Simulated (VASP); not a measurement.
Write the native input for VASP 6.6.1 that does the following.

* Task: single point
* Functional: PBE
* Potentials or basis: VASP PAW PBE potentials, release 64 (Sc_sv, Si)
* Cutoff: 500 eV
* k mesh: 10 × 10 × 9
* Occupations: gaussian, width 0.15 eV
* Spin: no spin polarisation
* Dipole correction: no
* Further INCAR settings: ALGO = Normal; EDIFF = 1e-06; NBANDS = 16

The structure of ScSi2 lies in POSCAR:

```
ScSi2
1.0
    3.6600000000      0.0000000000      0.0000000000
   -1.8300000000      3.1696529800      0.0000000000
    0.0000000000      0.0000000000      3.8700000000
Sc Si
1 2
Direct
    0.0000000000      0.0000000000      0.0000000000
    0.3333333333      0.6666666667      0.5000000000
    0.6666666667      0.3333333333      0.5000000000
```

These files were run (other wordings do the same):

INCAR

```
SYSTEM = ScSi2
ALGO = Normal ; EDIFF = 1E-6
ENCUT = 500 ; GGA = PE
GGA_COMPAT = .False. ; ISIF = 2
ISMEAR = 0 ; LASPH = .True.
LCHARG = .False. ; LREAL = .False.
LWAVE = .False. ; NBANDS = 16
NELM = 120 ; PREC = Accurate
SIGMA = 0.15
```

KPOINTS

```
k-points
0
Gamma
  10 10 9
  0 0 0
```

Potentials or basis: VASP PAW PBE potentials, release 64 (Sc_sv, Si).

The run is started by

```sh
$ cat potpaw_PBE.64/Sc_sv/POTCAR potpaw_PBE.64/Si/POTCAR > POTCAR
$ mpirun -np 1 vasp_std > vasp.out
```

It gave:

* Pressure: 25.2 GPa
* Band gap on the k mesh: zero (an odd number of electrons rules out a gap without spin polarisation)

Caveat: the stress differs along the axes, from 1 to 37 GPa.

It took 32 s on 1 thread of Intel(R) Xeon(R) Platinum 8375C CPU @ 2.90GHz (Ice Lake), with other jobs on the host, peak memory 0.18 GiB.
